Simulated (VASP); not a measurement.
# GdO (Pm-3m) in VASP: further runs

The runs below take GdO through single point, with r2SCAN.

All numbers are computed with VASP 6.6.1; they aren't measurements. Logs are shortened: lines on timing, memory, paths and dates and some standing lists are left out, and cuts for length are marked.

### Step 1. The cell of the first run

The structure is cubic, space group Pm-3m (No. 221). Conventional cell: a = 2.994 Å, b = 2.994 Å, c = 2.994 Å, α = 90.00°, β = 90.00°, γ = 90.00°. Within 3.4 Å of Gd (site symmetry m-3m) lie 8 O at 2.59 Å and 6 Gd at 2.99 Å. Within 3.4 Å of O (site symmetry m-3m) lie 8 Gd at 2.59 Å and 6 O at 2.99 Å.

### Step 2. Single point, r2SCAN, collinear spin, ferromagnetic start

Input file POSCAR:

```
GdO
1.0
    2.9944849749      0.0000000000      0.0000000000
    0.0000000000      2.9944849749      0.0000000000
    0.0000000000      0.0000000000      2.9944849749
Gd O
1 1
Direct
    0.0000000000      0.0000000000      0.0000000000
    0.5000000000      0.5000000000      0.5000000000
```

Input file INCAR.step1:

```
SYSTEM = GdO
PREC = Accurate
ENCUT = 520
ISMEAR = 0
SIGMA = 0.05
LREAL = .False.
LASPH = .True.
NELM = 150
ISPIN = 2
MAGMOM = 7 0
LMAXMIX = 6
NBANDS = 23
GGA = PE
ALGO = Normal
EDIFF = 1E-4
LWAVE = .True.
LCHARG = .False.
```

Input file INCAR.step2:

```
SYSTEM = GdO
PREC = Accurate
ENCUT = 520
EDIFF = 1E-6
ISMEAR = 0
SIGMA = 0.05
LREAL = .False.
LASPH = .True.
NELM = 150
ALGO = Normal
ISIF = 2
LWAVE = .False.
LCHARG = .True.
ISPIN = 2
MAGMOM = 7 0
LORBIT = 11
LMAXMIX = 6
METAGGA = R2SCAN
LMIXTAU = .True.
LELF = .True.
LVHAR = .True.
NBANDS = 23
ISTART = 1
```

Input file KPOINTS:

```
Automatic mesh
0
Gamma
  12 12 12
  0 0 0
```

Potentials or basis: VASP PAW PBE potentials, release 64 (Gd, O).

Started as:

```sh
$ cat potpaw_PBE.64/Gd/POTCAR potpaw_PBE.64/O/POTCAR > POTCAR
$ cp INCAR.step1 INCAR
$ mpirun -np 1 vasp_std > vasp.out
$ cp INCAR.step2 INCAR
$ mpirun -np 1 vasp_std > vasp.out
```

OUTCAR:

```text
SYSTEM = GdO
   PREC = Accurate
   ENCUT = 520
   EDIFF = 1E-6
   ISMEAR = 0
   LREAL = .False.
   LASPH = .True.
   NELM = 150
   ISIF = 2
   ISPIN = 2
   LORBIT = 11
   METAGGA = R2SCAN
   ISTART = 1

 ion  position               nearest neighbor table
   1  0.000  0.000  0.000-   2 2.59   2 2.59   2 2.59   2 2.59   2 2.59   2 2.59   2 2.59   2 2.59

   2  0.500  0.500  0.500-   1 2.59   1 2.59   1 2.59   1 2.59   1 2.59   1 2.59   1 2.59   1 2.59

  LATTYP: Found a simple cubic cell.
 ALAT       =     2.9944849749

  Lattice vectors:

 A1 = (   2.9944849749,   0.0000000000,   0.0000000000)
 A2 = (   0.0000000000,   2.9944849749,   0.0000000000)
 A3 = (   0.0000000000,   0.0000000000,   2.9944849749)

Analysis of symmetry for initial positions (statically):
=====================================================================
 Subroutine PRICEL returns:
 Original cell was already a primitive cell.

 Routine SETGRP: Setting up the symmetry group for a
 simple cubic supercell.

 Subroutine GETGRP returns: Found 48 space group operations
 (whereof 48 operations were pure point group operations)
 out of a pool of 48 trial point group operations.

The static configuration has the point symmetry O_h .

Analysis of symmetry for dynamics (positions and initial velocities):
=====================================================================
 Subroutine PRICEL returns:
 Original cell was already a primitive cell.

 Routine SETGRP: Setting up the symmetry group for a
 simple cubic supercell.

 Subroutine GETGRP returns: Found 48 space group operations
 (whereof 48 operations were pure point group operations)
 out of a pool of 48 trial point group operations.

The dynamic configuration has the point symmetry O_h .

Analysis of structural, dynamic, and magnetic symmetry:
=====================================================================
 Subroutine PRICEL returns:
 Original cell was already a primitive cell.

 Routine SETGRP: Setting up the symmetry group for a
 simple cubic supercell.

 Subroutine GETGRP returns: Found 48 space group operations
 (whereof 48 operations were pure point group operations)
 out of a pool of 48 trial point group operations.

The overall configuration has the point symmetry O_h .

 Subroutine INISYM returns: Found 48 space group operations
 (whereof 48 operations are pure point group operations),
 and found     1 'primitive' translations

----------------------------------------------------------------------------------------

                                     Primitive cell

  volume of cell :      26.8514

  direct lattice vectors                    reciprocal lattice vectors
     2.994484975  0.000000000  0.000000000     0.333947242  0.000000000  0.000000000
     0.000000000  2.994484975  0.000000000     0.000000000  0.333947242  0.000000000
     0.000000000  0.000000000  2.994484975     0.000000000  0.000000000  0.333947242

  length of vectors
     2.994484975  2.994484975  2.994484975     0.333947242  0.333947242  0.333947242

  position of ions in fractional coordinates (direct lattice)
     0.000000000  0.000000000  0.000000000
     0.500000000  0.500000000  0.500000000

  ion indices of the primitive-cell ions
   primitive index   ion index
                 1           1
                 2           2

----------------------------------------------------------------------------------------

 KPOINTS: Automatic mesh

Automatic generation of k-mesh.
 Grid dimensions read from file:
 generate k-points for:   12   12   12

 Generating k-lattice:

  Cartesian coordinates                     Fractional coordinates (reciprocal lattice)
     0.027828937  0.000000000  0.000000000     0.083333333  0.000000000  0.000000000
     0.000000000  0.027828937  0.000000000     0.000000000  0.083333333  0.000000000
     0.000000000  0.000000000  0.027828937     0.000000000  0.000000000  0.083333333

  Length of vectors
     0.027828937  0.027828937  0.027828937

  Shift w.r.t. Gamma in fractional coordinates (k-lattice)
     0.000000000  0.000000000  0.000000000

 Subroutine IBZKPT returns following result:
 ===========================================

 Found     84 irreducible k-points:

 Following reciprocal coordinates:
            Coordinates               Weight
  0.000000  0.000000  0.000000      1.000000
  0.083333  0.000000  0.000000      6.000000
  0.166667  0.000000  0.000000      6.000000
  0.250000  0.000000  0.000000      6.000000
  0.333333  0.000000  0.000000      6.000000
  0.416667  0.000000  0.000000      6.000000
[... 16 lines left out ...]
  0.333333  0.333333  0.000000     12.000000
  0.416667  0.333333  0.000000     24.000000
 [... further k-points ...]
   k-points           NKPTS =     84   k-points in BZ     NKDIM =     84   number of bands    NBANDS=     23
   number of dos      NEDOS =    301   number of ions     NIONS =      2
   total plane-waves  NPLWV =  13824
   dimension x,y,z NGX =    24 NGY =   24 NGZ =   24
   dimension x,y,z NGXF=    48 NGYF=   48 NGZF=   48
   ions per type =               1   1
   NGX,Y,Z   is equivalent  to a cutoff of  13.32, 13.32, 13.32 a.u.
   NGXF,Y,Z  is equivalent  to a cutoff of  26.65, 26.65, 26.65 a.u.
 SYSTEM =  GdO
   PREC   = accura    normal or accurate (medium, high low for compatibility)
   ISTART =      1    job   : 0-new  1-cont  2-samecut
   ICHARG =      0    charge: 1-file 2-atom 10-const
   ISPIN  =      2    spin polarized calculation?
   LNONCOLLINEAR =      F non collinear calculations
   LSORBIT =      F    spin-orbit coupling
   LASPH  =      T    aspherical Exc in radial PAW
   ENCUT  =  520.0 eV  38.22 Ry    6.18 a.u.   5.57  5.57  5.57*2*pi/ulx,y,z
   NELM   =    150;   NELMIN=  2; NELMDL=  0     # of ELM steps
   EDIFF  = 0.1E-05   stopping-criterion for ELM
   LREAL  =      F    real-space projection
   EDIFFG = 0.1E-04   stopping-criterion for IOM
   NSW    =      0    number of steps for IOM
   IBRION =     -1    ionic relax: 0-MD 1-quasi-New 2-CG
   NFREE  =      0    steps in history (QN), initial steepest desc. (CG)
   ISIF   =      2    stress and relaxation
   ISYM   =      2    0-nonsym 1-usesym 2-fastsym
   POTIM  = 0.5000    time-step for ionic-motion
   TEBEG  =    0.0;   TEEND  =   0.0 temperature during run
   PSTRESS=    0.0 pullay stress
   NELECT =      24.0000    total number of electrons
   NUPDOWN=      -1.0000    fix difference up-down
   EMIN   =  10.00;   EMAX   =-10.00  energy-range for DOS
   EFERMI =   0.00;   METHOD = LEGACY
   ISMEAR =     0;   SIGMA  =   0.05  broadening in eV -4-tet -1-fermi 0-gaus
   EFERMI_NEDOS =   21; number of points for ismear=-14 and -15
   IALGO  =     38    algorithm
   IMIX   =      4    mixing-type and parameters
     AMIX     =   0.40;   BMIX     =  1.00
     AMIX_MAG =   1.60;   BMIX_MAG =  1.00
  volume/ion in A,a.u.               =      13.43        90.60
  Fermi-wavevector in a.u.,A,eV,Ry     =   1.576969  2.980039 33.835385  2.486831
  Thomas-Fermi vector in A             =   2.677722
   LORBIT       =     11    0 simple, 1 ext, 2 COOP (PROOUT), +10 PAW based schemes
   METAGGA = R2SCAN    functional components
   LHFCALC =     F    Hartree Fock is set to
   AEXX    =    0.0000 exact exchange contribution
   IVDW    =     0    specifies the selected vdW correction
   LEPSILON=     F    determine dielectric tensor
   LRPA    =     F    only Hartree local field effects (RPA)
 spin polarized calculation
 Gauss-broadening in eV      SIGMA  =   0.05
  energy-cutoff  :      520.00
  volume of cell :       26.85
 maximum number of plane-waves:       739
 NGX is ok and might be reduce to    24
   NGX = 11   NGY = 11   NGZ = 11

 number of electron      23.9999993 magnetization       7.4487902

 Free energy of the ion-electron system (eV)
  ---------------------------------------------------
  ext. energy  EPLUGINS =         0.00000000
  ---------------------------------------------------
  free energy    TOTEN  =       -51.93083075 eV

  energy without entropy =      -51.93019060  energy(sigma->0) =      -51.93051067

 E-fermi :   7.1855     XC(G=0): -13.0695

 val. band max:        7.1423118746   @ k =   0.3333   0.1667   0.0000
 cond. band min:       7.1880497946   @ k =   0.1667   0.1667   0.0000
 fundamental gap:      0.0457379200
 Fermi energy:         7.1855157759

 spin component 1

 k-point     1 :       0.0000    0.0000    0.0000
  band No.  band energies     occupation
      1     -41.0244      1.00000
      2     -16.9030      1.00000
      3     -16.9030      1.00000
      4     -16.9030      1.00000
      5     -14.4480      1.00000
      6       0.7135      1.00000
[... 15 lines left out ...]
     22      24.1878      0.00000
     23      24.1878      0.00000

 k-point     2 :       0.0833    0.0000    0.0000
  band No.  band energies     occupation
      1     -41.0110      1.00000
      2     -17.1394      1.00000
      3     -16.8893      1.00000
      4     -16.8893      1.00000
      5     -14.2907      1.00000
      6       0.6600      1.00000
[... 15 lines left out ...]
     22      22.9458      0.00000
     23      24.1187      0.00000

 k-point     3 :       0.1667    0.0000    0.0000
  band No.  band energies     occupation
      1     -40.9743      1.00000
      2     -17.6825      1.00000
      3     -16.8514      1.00000
      4     -16.8514      1.00000
      5     -13.9535      1.00000
      6       0.4859      1.00000
[... 15 lines left out ...]
     22      21.0734      0.00000
     23      23.6374      0.00000
[... 495 lines left out ...]
 k-point    23 :       0.3333    0.3333    0.0000
  band No.  band energies     occupation
      1     -40.7262      1.00000
      2     -18.4598      1.00000
      3     -18.1716      1.00000
      4     -16.6115      1.00000
      5     -13.5642      1.00000
      6       0.0745      1.00000
[... 15 lines left out ...]
     22      20.6803      0.00000
     23      21.5337      0.00000

 k-point    24 :       0.4167    0.3333    0.0000
  band No.  band energies     occupation
      1     -40.6897      1.00000
      2     -18.6567      1.00000
      3     -18.1619      1.00000
      4     -16.5780      1.00000
      5     -13.6723      1.00000
      6       0.1323      1.00000
[... 15 lines left out ...]
     22      20.2610      0.00000
     23      21.5599      0.00000

 [... further k-points ...]

 spin component 2

 k-point     1 :       0.0000    0.0000    0.0000
  band No.  band energies     occupation
      1     -37.2061      1.00000
      2     -14.4227      1.00000
      3     -14.1138      1.00000
      4     -14.1138      1.00000
      5     -14.1138      1.00000
      6       2.4233      1.00000
[... 15 lines left out ...]
     22      24.7653      0.00000
     23      24.7653      0.00000

 k-point     2 :       0.0833    0.0000    0.0000
  band No.  band energies     occupation
      1     -37.1899      1.00000
      2     -14.9404      1.00000
      3     -14.0959      1.00000
      4     -14.0959      1.00000
      5     -13.6904      1.00000
      6       2.1274      1.00000
[... 15 lines left out ...]
     22      23.7098      0.00000
     23      24.8040      0.00000

 k-point     3 :       0.1667    0.0000    0.0000
  band No.  band energies     occupation
      1     -37.1452      1.00000
      2     -15.6345      1.00000
      3     -14.0466      1.00000
      4     -14.0466      1.00000
      5     -13.2411      1.00000
      6       1.4342      1.00000
[... 15 lines left out ...]
     22      21.9543      0.00000
     23      24.6755      0.00000
[... 495 lines left out ...]
 k-point    23 :       0.3333    0.3333    0.0000
  band No.  band energies     occupation
      1     -36.8453      1.00000
      2     -16.3069      1.00000
      3     -15.5335      1.00000
      4     -13.7388      1.00000
      5     -13.0763      1.00000
      6       0.5891      1.00000
[... 15 lines left out ...]
     22      21.8221      0.00000
     23      22.6961      0.00000

 k-point    24 :       0.4167    0.3333    0.0000
  band No.  band energies     occupation
      1     -36.8014      1.00000
      2     -16.3838      1.00000
      3     -15.5399      1.00000
      4     -13.6964      1.00000
      5     -13.3361      1.00000
      6       0.7375      1.00000
[... 15 lines left out ...]
     22      21.6722      0.00000
     23      22.7655      0.00000

 [... further k-points ...]

------------------------ aborting loop because EDIFF is reached ----------------------------------------

  FORCE on cell =-STRESS in cart. coord.  units (eV):
  Direction    XX          YY          ZZ          XY          YZ          ZX
  --------------------------------------------------------------------------------------
  -------------------------------------------------------------------------------------
  Total       -0.0075490     -0.0075490     -0.0075490      0.0000000     -0.0000000      0.0000000
  in kB       -0.4504373     -0.4504373     -0.4504373      0.0000000     -0.0000000      0.0000000
  external PRESSURE =      -0.4504373 kB  Pullay stress =       0.0000000 kB

 VOLUME and BASIS-vectors are now :
 -----------------------------------------------------------------------------
  energy-cutoff  :      520.00
  volume of cell :       26.85
      direct lattice vectors                 reciprocal lattice vectors
     2.994484975  0.000000000  0.000000000     0.333947242  0.000000000  0.000000000
     0.000000000  2.994484975  0.000000000     0.000000000  0.333947242  0.000000000
     0.000000000  0.000000000  2.994484975     0.000000000  0.000000000  0.333947242

 POSITION                                       TOTAL-FORCE (eV/Angst)
 -----------------------------------------------------------------------------------
      0.00000      0.00000      0.00000         0.000000      0.000000      0.000000
      1.49724      1.49724      1.49724         0.000000      0.000000      0.000000
 -----------------------------------------------------------------------------------
    total drift:                                0.000000      0.000000     -0.000000

  FREE ENERGIE OF THE ION-ELECTRON SYSTEM (eV)
  ---------------------------------------------------
  free  energy   TOTEN  =       -51.9308307468 eV

  energy  without entropy=      -51.9301905967  energy(sigma->0) =      -51.93051067

 total charge

# of ion       s       p       d       f       tot
--------------------------------------------------
    1        2.024   5.619   0.775   7.000  15.418
    2        1.554   3.448   0.000   0.000   5.002
--------------------------------------------------
tot          3.578   9.067   0.775   7.000  20.420

 magnetization (x)

# of ion       s       p       d       f       tot
--------------------------------------------------
    1       -0.002  -0.127   0.299   6.836   7.006
    2       -0.001  -0.034   0.000   0.000  -0.035
--------------------------------------------------
tot         -0.003  -0.161   0.299   6.836   6.970
```

It took 7.8 min on 1 thread of Intel Xeon 8259CL, shared host; peak memory 0.23 GiB.

What came out:

| Property | Result |
| --- | --- |
| Free energy | -51.9308 eV |
| Pressure | 0.0 GPa |
| Net moment | 7.45 μB per cell |
| Site moments | Gd +7.01; O -0.04 μB |
| Valence electrons inside the program's atomic spheres | Gd 15.42; O 5.00 |

Caveat: the PAW data sets were made with another functional, which shifts forces and pressure a little; spin-orbit coupling is left out, which moves the levels of the heavy elements; a cell with one magnetic atom can't hold antiferromagnetic order, which such compounds often take; semilocal functionals describe open f shells poorly, which spoils levels, moments and volumes. With open d or f shells a metallic result of r2SCAN can be an artefact of self-interaction; +U or a hybrid may open a gap.

[end of part 1 of 2]
